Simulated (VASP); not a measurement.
# ZrO2 (Fm-3m) in VASP: a series of runs

The runs below take ZrO2 through single point, relaxation of cell and atoms, with PBE+D3(BJ).

All numbers are computed with VASP 6.6.1; they aren't measurements. Logs are shortened: lines on timing, memory, paths and dates and some standing lists are left out, and cuts for length are marked.

## Step 1: The cell of the first run

It takes space group Fm-3m (No. 225, cubic). Conventional cell: a = 5.138 Å, b = 5.138 Å, c = 5.138 Å, α = 90.00°, β = 90.00°, γ = 90.00°. Within 2.9 Å of Zr (site symmetry m-3m) lie 8 O at 2.22 Å. O (site symmetry -43m) has 4 Zr at 2.22 Å and 6 O at 2.57 Å within 2.9 Å.

## Step 2: Single point, PBE+D3(BJ) (volume scaled by 1.03)

File INCAR:

```
SYSTEM = ZrO2
PREC = Accurate
ENCUT = 600
EDIFF = 1E-6
ISMEAR = 0
SIGMA = 0.02
LREAL = .False.
LASPH = .True.
NELM = 120
ALGO = Normal
ISIF = 2
LWAVE = .False.
LCHARG = .True.
GGA = PE
IVDW = 12
LELF = .True.
LVHAR = .True.
NBANDS = 19
GGA_COMPAT = .False.
```

File KPOINTS:

```
Automatic mesh
0
Gamma
  8 8 8
  0 0 0
```

File POSCAR:

```
ZrO2
1.0
    0.0000000000      2.5690632443      2.5690632443
    2.5690632443      0.0000000000      2.5690632443
    2.5690632443      2.5690632443      0.0000000000
Zr O
1 2
Direct
    0.5000000000      0.5000000000      0.5000000000
    0.7500000000      0.7500000000      0.7500000000
    0.2500000000      0.2500000000      0.2500000000
```

Potentials or basis: VASP PAW PBE potentials, release 64 (Zr_sv, O).

On the command line:

```
> cat potpaw_PBE.64/Zr_sv/POTCAR potpaw_PBE.64/O/POTCAR > POTCAR
> mpirun -np 1 vasp_std > vasp.out
```

OUTCAR:

```text
SYSTEM = ZrO2
   PREC = Accurate
   ENCUT = 600
   EDIFF = 1E-6
   ISMEAR = 0
   LREAL = .False.
   LASPH = .True.
   NELM = 120
   ISIF = 2
   GGA = PE
   IVDW = 12
 IVDW          = 12

 ion  position               nearest neighbor table
   1  0.500  0.500  0.500-   3 2.22   3 2.22   3 2.22   2 2.22   2 2.22   2 2.22   3 2.22   2 2.22

   2  0.750  0.750  0.750-   1 2.22   1 2.22   1 2.22   1 2.22
   3  0.250  0.250  0.250-   1 2.22   1 2.22   1 2.22   1 2.22

  LATTYP: Found a face centered cubic cell.
 ALAT       =     5.1381264886

  Lattice vectors:

 A1 = (   0.0000000000,   2.5690632443,   2.5690632443)
 A2 = (   2.5690632443,   0.0000000000,   2.5690632443)
 A3 = (   2.5690632443,   2.5690632443,   0.0000000000)

Analysis of symmetry for initial positions (statically):
=====================================================================
 Subroutine PRICEL returns:
 Original cell was already a primitive cell.

 Routine SETGRP: Setting up the symmetry group for a
 face centered cubic supercell.

 Subroutine GETGRP returns: Found 48 space group operations
[... 9 lines left out ...]

 Routine SETGRP: Setting up the symmetry group for a
 face centered cubic supercell.

 Subroutine GETGRP returns: Found 48 space group operations
[... 11 lines left out ...]
                                     Primitive cell

  volume of cell :      33.9121

  direct lattice vectors                    reciprocal lattice vectors
     0.000000000  2.569063244  2.569063244    -0.194623469  0.194623469  0.194623469
     2.569063244  0.000000000  2.569063244     0.194623469 -0.194623469  0.194623469
     2.569063244  2.569063244  0.000000000     0.194623469  0.194623469 -0.194623469

  length of vectors
     3.633204083  3.633204083  3.633204083     0.337097736  0.337097736  0.337097736

  position of ions in fractional coordinates (direct lattice)
     0.500000000  0.500000000  0.500000000
     0.750000000  0.750000000  0.750000000
     0.250000000  0.250000000  0.250000000

  ion indices of the primitive-cell ions
   primitive index   ion index
                 1           1
                 2           2
                 3           3

----------------------------------------------------------------------------------------

 KPOINTS: Automatic mesh

Automatic generation of k-mesh.
 Grid dimensions read from file:
 generate k-points for:    8    8    8

 Generating k-lattice:

  Cartesian coordinates                     Fractional coordinates (reciprocal lattice)
    -0.024327934  0.024327934  0.024327934     0.125000000  0.000000000  0.000000000
     0.024327934 -0.024327934  0.024327934     0.000000000  0.125000000  0.000000000
     0.024327934  0.024327934 -0.024327934     0.000000000  0.000000000  0.125000000

  Length of vectors
     0.042137217  0.042137217  0.042137217

  Shift w.r.t. Gamma in fractional coordinates (k-lattice)
     0.000000000  0.000000000  0.000000000

 Subroutine IBZKPT returns following result:
 ===========================================

 Found     29 irreducible k-points:

 Following reciprocal coordinates:
            Coordinates               Weight
  0.000000  0.000000  0.000000      1.000000
  0.125000  0.000000  0.000000      8.000000
  0.250000  0.000000  0.000000      8.000000
  0.375000  0.000000  0.000000      8.000000
  0.500000  0.000000  0.000000      4.000000
  0.125000  0.125000  0.000000      6.000000
[... 16 lines left out ...]
  0.500000  0.250000  0.125000     48.000000
 -0.375000  0.250000  0.125000     24.000000
 [... further k-points ...]
   k-points           NKPTS =     29   k-points in BZ     NKDIM =     29   number of bands    NBANDS=     19
   number of dos      NEDOS =    301   number of ions     NIONS =      3
   total plane-waves  NPLWV =  27000
   dimension x,y,z NGX =    30 NGY =   30 NGZ =   30
   dimension x,y,z NGXF=    60 NGYF=   60 NGZF=   60
   ions per type =               1   2
   NGX,Y,Z   is equivalent  to a cutoff of  13.73, 13.73, 13.73 a.u.
   NGXF,Y,Z  is equivalent  to a cutoff of  27.45, 27.45, 27.45 a.u.
 SYSTEM =  ZrO2
   PREC   = accura    normal or accurate (medium, high low for compatibility)
   ISTART =      0    job   : 0-new  1-cont  2-samecut
   ICHARG =      2    charge: 1-file 2-atom 10-const
   ISPIN  =      1    spin polarized calculation?
   LNONCOLLINEAR =      F non collinear calculations
   LSORBIT =      F    spin-orbit coupling
   LASPH  =      T    aspherical Exc in radial PAW
   ENCUT  =  600.0 eV  44.10 Ry    6.64 a.u.   7.26  7.26  7.26*2*pi/ulx,y,z
   NELM   =    120;   NELMIN=  2; NELMDL= -5     # of ELM steps
   EDIFF  = 0.1E-05   stopping-criterion for ELM
   LREAL  =      F    real-space projection
   EDIFFG = 0.1E-04   stopping-criterion for IOM
   NSW    =      0    number of steps for IOM
   IBRION =     -1    ionic relax: 0-MD 1-quasi-New 2-CG
   NFREE  =      0    steps in history (QN), initial steepest desc. (CG)
   ISIF   =      2    stress and relaxation
   ISYM   =      2    0-nonsym 1-usesym 2-fastsym
   POTIM  = 0.5000    time-step for ionic-motion
   TEBEG  =    0.0;   TEEND  =   0.0 temperature during run
   PSTRESS=    0.0 pullay stress
   NELECT =      24.0000    total number of electrons
   NUPDOWN=      -1.0000    fix difference up-down
   EMIN   =  10.00;   EMAX   =-10.00  energy-range for DOS
   EFERMI =   0.00;   METHOD = LEGACY
   ISMEAR =     0;   SIGMA  =   0.02  broadening in eV -4-tet -1-fermi 0-gaus
   EFERMI_NEDOS =   21; number of points for ismear=-14 and -15
   IALGO  =     38    algorithm
   IMIX   =      4    mixing-type and parameters
     AMIX     =   0.40;   BMIX     =  1.00
     AMIX_MAG =   1.60;   BMIX_MAG =  1.00
  volume/ion in A,a.u.               =      11.30        76.28
  Fermi-wavevector in a.u.,A,eV,Ry     =   1.458905  2.756931 28.958706  2.128405
  Thomas-Fermi vector in A             =   2.575535
   LORBIT       =      0    0 simple, 1 ext, 2 COOP (PROOUT), +10 PAW based schemes
   GGA     = PE    functional components
   LHFCALC =     F    Hartree Fock is set to
   AEXX    =    0.0000 exact exchange contribution
   IVDW    =    12    specifies the selected vdW correction
   LEPSILON=     F    determine dielectric tensor
   LRPA    =     F    only Hartree local field effects (RPA)
 non-spin polarized calculation
 Gauss-broadening in eV      SIGMA  =   0.02
  energy-cutoff  :      600.00
  volume of cell :       33.91
 maximum number of plane-waves:      1158
 NGX is ok and might be reduce to    30
   NGX = 15   NGY = 15   NGZ = 15

 number of electron      23.9999994 magnetization

 Free energy of the ion-electron system (eV)
  ---------------------------------------------------
  ext. energy  EPLUGINS =         0.00000000
  ---------------------------------------------------
  free energy    TOTEN  =       -28.57068688 eV

  energy without entropy =      -28.57068688  energy(sigma->0) =      -28.57068688

 E-fermi :   7.0356     XC(G=0): -11.6314

 val. band max:        6.9057082806   @ k =   0.5000   0.5000   0.0000
 cond. band min:      10.1810560249   @ k =   0.0000   0.0000   0.0000
 fundamental gap:      3.2753477443
 Fermi energy:         7.0356393694

 k-point     1 :       0.0000    0.0000    0.0000
  band No.  band energies     occupation
      1     -41.3164      2.00000
      2     -19.1326      2.00000
      3     -19.1326      2.00000
      4     -19.1326      2.00000
      5     -11.1553      2.00000
      6      -8.7020      2.00000
[... 11 lines left out ...]
     18      15.9351      0.00000
     19      21.0649      0.00000

 k-point     2 :       0.1250    0.0000    0.0000
  band No.  band energies     occupation
      1     -41.3105      2.00000
      2     -19.2292      2.00000
      3     -19.1417      2.00000
      4     -19.1417      2.00000
      5     -10.9558      2.00000
      6      -8.8478      2.00000
[... 11 lines left out ...]
     18      15.7212      0.00000
     19      20.7008      0.00000

 k-point     3 :       0.2500    0.0000    0.0000
  band No.  band energies     occupation
      1     -41.2964      2.00000
      2     -19.4487      2.00000
      3     -19.1637      2.00000
      4     -19.1637      2.00000
      5     -10.5177      2.00000
      6      -9.1189      2.00000
[... 11 lines left out ...]
     18      15.7314      0.00000
     19      19.9773      0.00000

 k-point     4 :       0.3750    0.0000    0.0000
  band No.  band energies     occupation
      1     -41.2822      2.00000
      2     -19.6521      2.00000
      3     -19.1855      2.00000
      4     -19.1855      2.00000
      5     -10.2430      2.00000
      6      -9.1773      2.00000
[... 11 lines left out ...]
     18      16.1392      0.00000
     19      19.9855      0.00000

 k-point     5 :       0.5000    0.0000    0.0000
  band No.  band energies     occupation
      1     -41.2763      2.00000
      2     -19.7323      2.00000
      3     -19.1945      2.00000
      4     -19.1945      2.00000
      5     -10.2176      2.00000
      6      -9.0986      2.00000
[... 11 lines left out ...]
     18      15.8563      0.00000
     19      20.4823      0.00000
[... 334 lines left out ...]
      2     -19.7803      2.00000
      3     -19.2864      2.00000
      4     -19.2864      2.00000
      5      -9.8431      2.00000
      6      -9.1956      2.00000
[... 11 lines left out ...]
     18      20.0245      0.00000
     19      20.3262      0.00000

 k-point    22 :       0.3750    0.2500    0.1250
  band No.  band energies     occupation
      1     -41.2858      2.00000
      2     -19.5174      2.00000
      3     -19.2603      2.00000
      4     -19.1923      2.00000
      5     -10.1227      2.00000
      6      -9.3534      2.00000
[... 11 lines left out ...]
     18      16.4207      0.00000
     19      20.7101      0.00000

 k-point    23 :       0.5000    0.2500    0.1250
  band No.  band energies     occupation
      1     -41.2744      2.00000
      2     -19.6139      2.00000
      3     -19.3401      2.00000
      4     -19.2172      2.00000
      5      -9.8631      2.00000
      6      -9.4034      2.00000
[... 11 lines left out ...]
     18      17.2754      0.00000
     19      20.8308      0.00000

 k-point    24 :      -0.3750    0.2500    0.1250
  band No.  band energies     occupation
      1     -41.2696      2.00000
      2     -19.6503      2.00000
      3     -19.3733      2.00000
      4     -19.2294      2.00000
      5      -9.8622      2.00000
      6      -9.3060      2.00000
[... 11 lines left out ...]
     18      17.4182      0.00000
     19      21.0528      0.00000

 [... further k-points ...]

------------------------ aborting loop because EDIFF is reached ----------------------------------------

 Edisp (eV)   -0.77779

 E8    (eV) :    -0.3323

  FORCE on cell =-STRESS in cart. coord.  units (eV):
  Direction    XX          YY          ZZ          XY          YZ          ZX
  --------------------------------------------------------------------------------------
  -------------------------------------------------------------------------------------
  Total      -1.43102    -1.43102    -1.43102    -0.00000    -0.00000     0.00000
  in kB     -67.60859   -67.60859   -67.60859    -0.00000    -0.00000     0.00000
  external pressure =      -67.61 kB  Pullay stress =        0.00 kB

 VOLUME and BASIS-vectors are now :
 -----------------------------------------------------------------------------
  energy-cutoff  :      600.00
  volume of cell :       33.91
      direct lattice vectors                 reciprocal lattice vectors
     0.000000000  2.569063244  2.569063244    -0.194623469  0.194623469  0.194623469
     2.569063244  0.000000000  2.569063244     0.194623469 -0.194623469  0.194623469
     2.569063244  2.569063244  0.000000000     0.194623469  0.194623469 -0.194623469

 POSITION                                       TOTAL-FORCE (eV/Angst)
 -----------------------------------------------------------------------------------
      2.56906      2.56906      2.56906        -0.000000     -0.000000      0.000000
      3.85359      3.85359      3.85359         0.000000     -0.000000      0.000000
      1.28453      1.28453      1.28453        -0.000000      0.000000     -0.000000
 -----------------------------------------------------------------------------------
    total drift:                                0.000000     -0.000000      0.000000

  FREE ENERGIE OF THE ION-ELECTRON SYSTEM (eV)
  ---------------------------------------------------
  free  energy   TOTEN  =       -29.3484787961 eV

  energy  without entropy=      -29.3484787961  energy(sigma->0) =      -29.34847880
```

It took 14 s on 1 thread of Intel Xeon 6975P-C (Granite Rapids), shared host; peak memory 0.18 GiB.

Results:

```yaml
Free_energy: -29.3485 eV
Pressure: -6.8 GPa
Band_gap_on_the_k_mesh: 3.28 eV, indirect (least direct gap 3.70 eV)
Dispersion_energy_per_atom: -0.259 eV
```

 A k mesh can miss the band edges.

(Continued in part 2 of 2.)
